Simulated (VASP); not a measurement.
# LiPr3N2 (P-3m1) in VASP: notebook

The runs below take LiPr3N2 through single point, with PBE.

Everything below comes from runs of VASP 6.6.1. Logs are shortened: lines on timing, memory, paths and dates and some standing lists are left out, and cuts for length are marked.

## (1) The cell of the first run

Symmetry: P-3m1, No. 164, trigonal system. The conventional cell has a = 3.644 Å, b = 3.644 Å, c = 11.870 Å, α = 90.00°, β = 90.00°, γ = 120.00°. Within 4.9 Å of Li (site symmetry -3m) lie 6 Li at 3.64 Å and 6 Pr at 3.71 Å and 6 N at 4.82 Å. Pr (site symmetry 3m) has 3 N at 2.46 Å within 3.2 Å. Pr (site symmetry -3m) has 6 N at 2.64 Å and 12 Pr at 3.56 to 3.64 Å within 3.7 Å. N (site symmetry 3m) has 6 Pr at 2.46 to 2.64 Å within 3.2 Å.

## (2) Single point, PBE (22.75 Å³/atom)

INCAR reads:

```
SYSTEM = LiPr3N2
ALGO = Normal
EDIFF = 1E-6
ENCUT = 750
GGA = PE
GGA_COMPAT = .False.
ISIF = 2
ISMEAR = 0
LASPH = .True.
LCHARG = .False.
LMAXMIX = 6
LREAL = .False.
LWAVE = .False.
NBANDS = 32
NELM = 200
PREC = Accurate
SIGMA = 0.1
```

KPOINTS reads:

```
k-points
0
Gamma
  12 12 4
  0 0 0
```

POSCAR reads:

```
LiPr3N2
1.0
    3.6437413916      0.0000000000      0.0000000000
   -1.8218706958      3.1555726100      0.0000000000
    0.0000000000      0.0000000000     11.8701849031
Li Pr N
1 3 2
Direct
    0.0000000000      0.0000000000      0.0000000000
    0.3333333333      0.6666666667      0.2577906765
    0.6666666667      0.3333333333      0.7422093235
    0.0000000000      0.0000000000      0.5000000000
    0.3333333333      0.6666666667      0.6349747907
    0.6666666667      0.3333333333      0.3650252093
```

Potentials or basis: VASP PAW PBE potentials, release 64 (Li_sv, Pr_3, N), 4f in core.

Started as:

```console
$ cat potpaw_PBE.64/Li_sv/POTCAR potpaw_PBE.64/Pr_3/POTCAR potpaw_PBE.64/N/POTCAR > POTCAR
$ mpirun -np 1 vasp_std > vasp.out
```

OUTCAR:

```text
SYSTEM = LiPr3N2
   EDIFF = 1E-6
   ENCUT = 750
   GGA = PE
   ISIF = 2
   ISMEAR = 0
   LASPH = .True.
   LREAL = .False.
   NELM = 200
   PREC = Accurate

 ion  position               nearest neighbor table
   1  0.000  0.000  0.000-
   2  0.333  0.667  0.258-   6 2.46   6 2.46   6 2.46   4 3.56   4 3.56   4 3.56
   3  0.667  0.333  0.742-   5 2.46   5 2.46   5 2.46   4 3.56   4 3.56   4 3.56
   4  0.000  0.000  0.500-   5 2.64   6 2.64   6 2.64   5 2.64   6 2.64   5 2.64   2 3.56   3 3.56
                             2 3.56   3 3.56   3 3.56   2 3.56
   5  0.333  0.667  0.635-   3 2.46   3 2.46   3 2.46   4 2.64   4 2.64   4 2.64
   6  0.667  0.333  0.365-   2 2.46   2 2.46   2 2.46   4 2.64   4 2.64   4 2.64

  LATTYP: Found a hexagonal cell.
 ALAT       =     3.6437413916
 C/A-ratio  =     3.2576913747

  Lattice vectors:

 A1 = (   3.6437413916,   0.0000000000,   0.0000000000)
 A2 = (  -1.8218706958,   3.1555726100,   0.0000000000)
 A3 = (   0.0000000000,   0.0000000000,  11.8701849031)

Analysis of symmetry for initial positions (statically):
=====================================================================
 Subroutine PRICEL returns:
 Original cell was already a primitive cell.

 Routine SETGRP: Setting up the symmetry group for a
 hexagonal supercell.

 Subroutine GETGRP returns: Found 12 space group operations
 (whereof 12 operations were pure point group operations)
 out of a pool of 24 trial point group operations.

The static configuration has the point symmetry D_3d.

Analysis of symmetry for dynamics (positions and initial velocities):
=====================================================================
 Subroutine PRICEL returns:
 Original cell was already a primitive cell.

 Routine SETGRP: Setting up the symmetry group for a
 hexagonal supercell.

 Subroutine GETGRP returns: Found 12 space group operations
 (whereof 12 operations were pure point group operations)
 out of a pool of 24 trial point group operations.

The dynamic configuration has the point symmetry D_3d.

 Subroutine INISYM returns: Found 12 space group operations
 (whereof 12 operations are pure point group operations),
 and found     1 'primitive' translations

----------------------------------------------------------------------------------------

                                     Primitive cell

  volume of cell :     136.4845

  direct lattice vectors                    reciprocal lattice vectors
[... 100 lines left out ...]
   NFREE  =      0    steps in history (QN), initial steepest desc. (CG)
   ISIF   =      2    stress and relaxation
   ISYM   =      2    0-nonsym 1-usesym 2-fastsym
   POTIM  = 0.5000    time-step for ionic-motion
   TEBEG  =    0.0;   TEEND  =   0.0 temperature during run
   PSTRESS=    0.0 pullay stress
   NELECT =      46.0000    total number of electrons
   NUPDOWN=      -1.0000    fix difference up-down
   EMIN   =  10.00;   EMAX   =-10.00  energy-range for DOS
   EFERMI =   0.00;   METHOD = LEGACY
   ISMEAR =     0;   SIGMA  =   0.10  broadening in eV -4-tet -1-fermi 0-gaus
   EFERMI_NEDOS =   21; number of points for ismear=-14 and -15
   IALGO  =     38    algorithm
   IMIX   =      4    mixing-type and parameters
     AMIX     =   0.40;   BMIX     =  1.00
     AMIX_MAG =   1.60;   BMIX_MAG =  1.00
  volume/ion in A,a.u.               =      22.75       153.51
  Fermi-wavevector in a.u.,A,eV,Ry     =   1.139287  2.152940 17.660012  1.297974
  Thomas-Fermi vector in A             =   2.275990
   LORBIT       =      0    0 simple, 1 ext, 2 COOP (PROOUT), +10 PAW based schemes
   GGA     = PE    functional components
   LHFCALC =     F    Hartree Fock is set to
   AEXX    =    0.0000 exact exchange contribution
   IVDW    =     0    specifies the selected vdW correction
   LEPSILON=     F    determine dielectric tensor
   LRPA    =     F    only Hartree local field effects (RPA)
 non-spin polarized calculation
 Gauss-broadening in eV      SIGMA  =   0.10
  energy-cutoff  :      750.00
  volume of cell :      136.48
 maximum number of plane-waves:      6390
 NGX is ok and might be reduce to    36
   NGX = 17   NGY = 17   NGZ = 53

 number of electron      45.9999999 magnetization

 Free energy of the ion-electron system (eV)
  ---------------------------------------------------
  ext. energy  EPLUGINS =         0.00000000
  ---------------------------------------------------
  free energy    TOTEN  =       -37.71797630 eV

  energy without entropy =      -37.69432422  energy(sigma->0) =      -37.70615026

 E-fermi :   3.6291     XC(G=0):  -9.4857

 val. band max:        3.6269465420   @ k =   0.1667   0.0833   0.2500
 cond. band min:       3.6357381929   @ k =   0.1667   0.0833   0.5000
 fundamental gap:      0.0087916509
 Fermi energy:         3.6290808935

 k-point     1 :       0.0000    0.0000    0.0000
  band No.  band energies     occupation
      1     -43.1263      2.00000
      2     -32.8104      2.00000
      3     -32.7991      2.00000
      4     -32.1836      2.00000
      5     -15.6865      2.00000
      6     -15.1694      2.00000
[... 829 lines left out ...]
     31       6.8765      0.00000
     32       7.0600      0.00000

 [... further k-points ...]

------------------------ aborting loop because EDIFF is reached ----------------------------------------

  FORCE on cell =-STRESS in cart. coord.  units (eV):
  Direction    XX          YY          ZZ          XY          YZ          ZX
  --------------------------------------------------------------------------------------
  -------------------------------------------------------------------------------------
  Total        0.8982181      0.8982181      0.9519241      0.0000000      0.0000000      0.0000000
  in kB       10.5440913     10.5440913     11.1745412      0.0000000      0.0000000      0.0000000
  external PRESSURE =      10.7542413 kB  Pullay stress =       0.0000000 kB

 VOLUME and BASIS-vectors are now :
 -----------------------------------------------------------------------------
  energy-cutoff  :      750.00
  volume of cell :      136.48
      direct lattice vectors                 reciprocal lattice vectors
     3.643741392  0.000000000  0.000000000     0.274443187  0.158449848  0.000000000
    -1.821870696  3.155572610  0.000000000     0.000000000  0.316899696  0.000000000
     0.000000000  0.000000000 11.870184903     0.000000000  0.000000000  0.084244686

 POSITION                                       TOTAL-FORCE (eV/Angst)
 -----------------------------------------------------------------------------------
      0.00000      0.00000      0.00000         0.000000      0.000000      0.000000
     -0.00000      2.10372      3.06002        -0.000000      0.000000      0.006710
      1.82187      1.05186      8.81016         0.000000     -0.000000     -0.006710
      0.00000      0.00000      5.93509         0.000000      0.000000      0.000000
     -0.00000      2.10372      7.53727        -0.000000      0.000000      0.009296
      1.82187      1.05186      4.33292         0.000000     -0.000000     -0.009296
 -----------------------------------------------------------------------------------
    total drift:                                0.000000      0.000000      0.000000

  FREE ENERGIE OF THE ION-ELECTRON SYSTEM (eV)
  ---------------------------------------------------
  free  energy   TOTEN  =       -37.7179763020 eV

  energy  without entropy=      -37.6943242152  energy(sigma->0) =      -37.70615026
```

stdout:

```text
POSCAR found type information on POSCAR LiPrN
 POSCAR found :  3 types and       6 ions
 scaLAPACK will be used
 LDA part: xc-table for (Slater+PW92), standard interpolation
 POSCAR, INCAR and KPOINTS ok, starting setup
 FFT: planning ... GRIDC
 FFT: planning ... GRID_SOFT
 FFT: planning ... GRID
 WAVECAR not read
 entering main loop
```

It took 6.4 min on 1 thread of AMD EPYC 9R45 (Zen 5), shared host; peak memory 0.62 GiB.

Results:

* Free energy: -37.7180 eV
* Pressure: 1.1 GPa
* Largest force: 0.009 eV/Å
* Band gap on the k mesh: zero (bands 23 and 24 overlap by 0.56 eV)

Forces in eV/Å, atoms in the order of the input:
```
Li   0.000  0.000  0.000
Pr   0.000  0.000  0.007
Pr   0.000  0.000 -0.007
Pr   0.000  0.000  0.000
N    0.000  0.000  0.009
N    0.000  0.000 -0.009
```

Caveat: spin-orbit coupling is left out, which moves the levels of the heavy elements; the 4f electrons are frozen in the core, so they carry no moment and show no levels; the run has no spin polarisation, though such a crystal can be magnetic. Spin polarisation is off, so any magnetic state and its effect on volume and gap are missing.

## (3) Single point, PBE

This run uses another cell than the first one, of 23.45 Å³/atom.

INCAR reads:

```
PREC = Accurate
ENCUT = 750
EDIFF = 1E-6
ISMEAR = 0
SIGMA = 0.1
LREAL = False
LASPH = True
NELM = 200
ALGO = Normal
ISIF = 2
LWAVE = False
LCHARG = False
GGA = PE
NBANDS = 32
GGA_COMPAT = False
LMAXMIX = 6
```

KPOINTS reads:

```
regular mesh
0
Gamma
  12 12 4
```

POSCAR reads:

```
LiPr3N2
1.0
    3.6647409149      0.0000000000      0.0000000000
   -1.8323704574      3.1737587306      0.0000000000
    0.0000000000      0.0000000000     12.0974626022
Li Pr N
1 3 2
Direct
    0.0000000000      0.0000000000      0.0000000000
    0.3333333333      0.6666666667      0.2624275591
    0.6666666667      0.3333333333      0.7375724409
    0.0000000000      0.0000000000      0.5000000000
    0.3333333333      0.6666666667      0.6329563057
    0.6666666667      0.3333333333      0.3670436943
```

Potentials or basis: VASP PAW PBE potentials, release 64 (Li_sv, Pr_3, N), 4f in core.

Started as:

```console
$ cat potpaw_PBE.64/Li_sv/POTCAR potpaw_PBE.64/Pr_3/POTCAR potpaw_PBE.64/N/POTCAR > POTCAR
$ mpirun -np 1 vasp_std > vasp.out
```

Wall time 6.9 min (1 thread of AMD EPYC 9R45 (Zen 5), shared host); peak memory 0.65 GiB.

Results (log left out):

```yaml
Free_energy: -37.7335 eV
Pressure: -0.1 GPa
Largest_force: 0.011 eV/Å
Band_gap_on_the_k_mesh: zero (bands 23 and 24 overlap by 0.64 eV)
```

Forces on the atoms (eV/Å):
```
Li   0.000  0.000  0.000
Pr   0.000  0.000  0.008
Pr   0.000  0.000 -0.008
Pr   0.000  0.000  0.000
N    0.000  0.000  0.011
N    0.000  0.000 -0.011
```

Levels at points of the mesh, in eV from the Fermi level:
| k point | band 21 | band 22 | band 23 | band 24 | band 25 | band 26 |
| --- | --- | --- | --- | --- | --- | --- |
| (0.00, 0.00, 0.00) | -2.84 | -2.42 | -0.77 | 0.67 | 1.41 | 1.41 |
| (0.50, 0.00, 0.00) | -2.38 | -1.32 | 0.10 | 0.17 | 0.66 | 1.00 |
| (0.00, 0.00, 0.50) | -2.84 | -2.25 | -1.10 | 1.06 | 1.41 | 1.41 |
| (0.50, 0.00, 0.50) | -2.37 | -1.30 | 0.06 | 0.10 | 0.65 | 1.00 |

Caveat: spin-orbit coupling is left out, which moves the levels of the heavy elements; the 4f electrons are frozen in the core, so they carry no moment and show no levels; the run has no spin polarisation, though such a crystal can be magnetic. With open d or f shells a metallic result of PBE can be an artefact of self-interaction; +U or a hybrid may open a gap.

## (4) Single point, PBE

This run uses another cell than the first one, of 23.45 Å³/atom.

INCAR reads:

```
SYSTEM = LiPr3N2
ALGO = Normal
EDIFF = 1E-6
ENCUT = 750
GGA = PE
GGA_COMPAT = .False.
ISIF = 2
ISMEAR = 0
LASPH = .True.
LCHARG = .True.
LELF = .True.
LMAXMIX = 6
LREAL = .False.
LVHAR = .True.
LWAVE = .False.
NBANDS = 32
NELM = 200
PREC = Accurate
SIGMA = 0.1
```

KPOINTS reads:

```
k-points
0
Gamma
  12 12 4
  0 0 0
```

POSCAR reads:

```
LiPr3N2
1.0
    3.6644195684      0.0000000000      0.0000000000
   -1.8322097842      3.1734804364      0.0000000000
    0.0000000000      0.0000000000     12.0984191221
Li Pr N
1 3 2
Direct
    0.0000000000      0.0000000000      0.0000000000
    0.3333333333      0.6666666667      0.2624377229
    0.6666666667      0.3333333333      0.7375622771
    0.0000000000      0.0000000000      0.5000000000
    0.3333333333      0.6666666667      0.6329558806
    0.6666666667      0.3333333333      0.3670441194
```

Potentials or basis: VASP PAW PBE potentials, release 64 (Li_sv, Pr_3, N), 4f in core.

Started as:

```console
$ cat potpaw_PBE.64/Li_sv/POTCAR potpaw_PBE.64/Pr_3/POTCAR potpaw_PBE.64/N/POTCAR > POTCAR
$ mpirun -np 1 vasp_std > vasp.out
```

OUTCAR:

```text
SYSTEM = LiPr3N2
   EDIFF = 1E-6
   ENCUT = 750
   GGA = PE
   ISIF = 2
   ISMEAR = 0
   LASPH = .True.
   LREAL = .False.
   NELM = 200
   PREC = Accurate

 ion  position               nearest neighbor table
   1  0.000  0.000  0.000-
   2  0.333  0.667  0.262-   6 2.47   6 2.47   6 2.47   4 3.57   4 3.57   4 3.57
   3  0.667  0.333  0.738-   5 2.47   5 2.47   5 2.47   4 3.57   4 3.57   4 3.57
   4  0.000  0.000  0.500-   5 2.66   6 2.66   6 2.66   5 2.66   6 2.66   5 2.66   2 3.57   3 3.57
                             2 3.57   3 3.57   3 3.57   2 3.57
   5  0.333  0.667  0.633-   3 2.47   3 2.47   3 2.47   4 2.66   4 2.66   4 2.66
   6  0.667  0.333  0.367-   2 2.47   2 2.47   2 2.47   4 2.66   4 2.66   4 2.66

  LATTYP: Found a hexagonal cell.
 ALAT       =     3.6644195684
 C/A-ratio  =     3.3015922157

  Lattice vectors:

 A1 = (   3.6644195684,   0.0000000000,   0.0000000000)
 A2 = (  -1.8322097842,   3.1734804364,   0.0000000000)
 A3 = (   0.0000000000,   0.0000000000,  12.0984191221)

Analysis of symmetry for initial positions (statically):
=====================================================================
 Subroutine PRICEL returns:
 Original cell was already a primitive cell.

 Routine SETGRP: Setting up the symmetry group for a
 hexagonal supercell.

 Subroutine GETGRP returns: Found 12 space group operations
 (whereof 12 operations were pure point group operations)
 out of a pool of 24 trial point group operations.

The static configuration has the point symmetry D_3d.

Analysis of symmetry for dynamics (positions and initial velocities):
=====================================================================
 Subroutine PRICEL returns:
 Original cell was already a primitive cell.

 Routine SETGRP: Setting up the symmetry group for a
 hexagonal supercell.

 Subroutine GETGRP returns: Found 12 space group operations
 (whereof 12 operations were pure point group operations)
 out of a pool of 24 trial point group operations.

The dynamic configuration has the point symmetry D_3d.

[... 130 lines left out ...]
   LORBIT       =      0    0 simple, 1 ext, 2 COOP (PROOUT), +10 PAW based schemes
   GGA     = PE    functional components
   LHFCALC =     F    Hartree Fock is set to
   AEXX    =    0.0000 exact exchange contribution
   IVDW    =     0    specifies the selected vdW correction
   LEPSILON=     F    determine dielectric tensor
   LRPA    =     F    only Hartree local field effects (RPA)
 non-spin polarized calculation
 Gauss-broadening in eV      SIGMA  =   0.10
  energy-cutoff  :      750.00
  volume of cell :      140.69
 maximum number of plane-waves:      6578
 NGX is ok and might be reduce to    36
   NGX = 17   NGY = 17   NGZ = 55

 number of electron      46.0000000 magnetization

 Free energy of the ion-electron system (eV)
  ---------------------------------------------------
  ext. energy  EPLUGINS =         0.00000000
  ---------------------------------------------------
  free energy    TOTEN  =       -37.73346346 eV

  energy without entropy =      -37.71120548  energy(sigma->0) =      -37.72233447

 E-fermi :   3.4573     XC(G=0):  -9.3440

 val. band max:        3.4510996926   @ k =   0.1667   0.0833   0.2500
 cond. band min:       3.4635939519   @ k =   0.0000   0.3333   0.2500
 fundamental gap:      0.0124942593
 Fermi energy:         3.4573092806

 k-point     1 :       0.0000    0.0000    0.0000
  band No.  band energies     occupation
      1     -43.3954      2.00000
      2     -33.0176      2.00000
      3     -33.0067      2.00000
      4     -32.4015      2.00000
      5     -15.8534      2.00000
      6     -15.3556      2.00000
[... 829 lines left out ...]
     31       6.6566      0.00000
     32       6.7803      0.00000

 [... further k-points ...]

------------------------ aborting loop because EDIFF is reached ----------------------------------------

  FORCE on cell =-STRESS in cart. coord.  units (eV):
  Direction    XX          YY          ZZ          XY          YZ          ZX
  --------------------------------------------------------------------------------------
  -------------------------------------------------------------------------------------
  Total       -0.0734644     -0.0734644     -0.0371441      0.0000000      0.0000000      0.0000000
  in kB       -0.8366005     -0.8366005     -0.4229911      0.0000000      0.0000000      0.0000000
  external PRESSURE =      -0.6987307 kB  Pullay stress =       0.0000000 kB

 VOLUME and BASIS-vectors are now :
 -----------------------------------------------------------------------------
  energy-cutoff  :      750.00
  volume of cell :      140.69
      direct lattice vectors                 reciprocal lattice vectors
     3.664419568  0.000000000  0.000000000     0.272894515  0.157555722  0.000000000
    -1.832209784  3.173480436  0.000000000     0.000000000  0.315111443  0.000000000
     0.000000000  0.000000000 12.098419122     0.000000000  0.000000000  0.082655427

 POSITION                                       TOTAL-FORCE (eV/Angst)
 -----------------------------------------------------------------------------------
      0.00000      0.00000      0.00000         0.000000      0.000000      0.000000
     -0.00000      2.11565      3.17508        -0.000000      0.000000      0.007231
      1.83221      1.05783      8.92334         0.000000     -0.000000     -0.007231
      0.00000      0.00000      6.04921         0.000000      0.000000      0.000000
     -0.00000      2.11565      7.65777         0.000000      0.000000      0.010260
      1.83221      1.05783      4.44065        -0.000000      0.000000     -0.010260
 -----------------------------------------------------------------------------------
    total drift:                               -0.000000      0.000000     -0.000000

  FREE ENERGIE OF THE ION-ELECTRON SYSTEM (eV)
  ---------------------------------------------------
  free  energy   TOTEN  =       -37.7334634637 eV

  energy  without entropy=      -37.7112054765  energy(sigma->0) =      -37.72233447
```

Wall time 6.9 min (1 thread of AMD EPYC 9R45 (Zen 5), shared host); peak memory 0.65 GiB.

What came out:

```
Free energy            : -37.7335 eV
Pressure               : -0.1 GPa
Largest force          : 0.010 eV/Å
Band gap on the k mesh : zero (bands 23 and 24 overlap by 0.64 eV)
```

Forces in eV/Å, atoms in the order of the input:
```
Li   0.000  0.000  0.000
Pr   0.000  0.000  0.007
Pr   0.000  0.000 -0.007
Pr   0.000  0.000  0.000
N    0.000  0.000  0.010
N    0.000  0.000 -0.010
```

Caveat: spin-orbit coupling is left out, which moves the levels of the heavy elements; the 4f electrons are frozen in the core, so they carry no moment and show no levels; the run has no spin polarisation, though such a crystal can be magnetic. With open d or f shells a metallic result of PBE can be an artefact of self-interaction; +U or a hybrid may open a gap.

(Part 1 of 2 ends here.)
